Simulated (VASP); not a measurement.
Here is a VASP 6.6.1 calculation.

INCAR

```
SYSTEM = GaSb
  ALGO = Normal
  EDIFF = 1E-6
  ENCUT = 520
  GGA = CA
  ISIF = 2
  ISMEAR = 0
  LASPH = .True.
  LCHARG = .False.
  LREAL = .False.
  LWAVE = .False.
  NBANDS = 16
  NELM = 80
  PREC = Accurate
  SIGMA = 0.01
```

KPOINTS

```
k-points
0
Gamma
  8 8 8
  0 0 0
```

File POSCAR:

```
GaSb
1.0
    0.0000000000      3.0234173300      3.0234173300
    3.0234173300      0.0000000000      3.0234173300
    3.0234173300      3.0234173300      0.0000000000
Ga Sb
1 1
Direct
    0.0000000000      0.0000000000      0.0000000000
    0.2500000000      0.2500000000      0.2500000000
```

Potentials or basis: VASP PAW LDA potentials, release 64 (Ga_d, Sb).

Run with:

```console
$ cat potpaw_LDA.64/Ga_d/POTCAR potpaw_LDA.64/Sb/POTCAR > POTCAR
$ mpirun -np 1 vasp_std > vasp.out
```

**Question.** Predict the pressure.

**Answer.** 0.2 GPa.

**Question.** Predict the band gap on the k mesh.

**Answer.** 0.13 eV, direct.

Caveat: spin-orbit coupling is left out, which moves the levels of the heavy elements. A k mesh can miss the band edges.
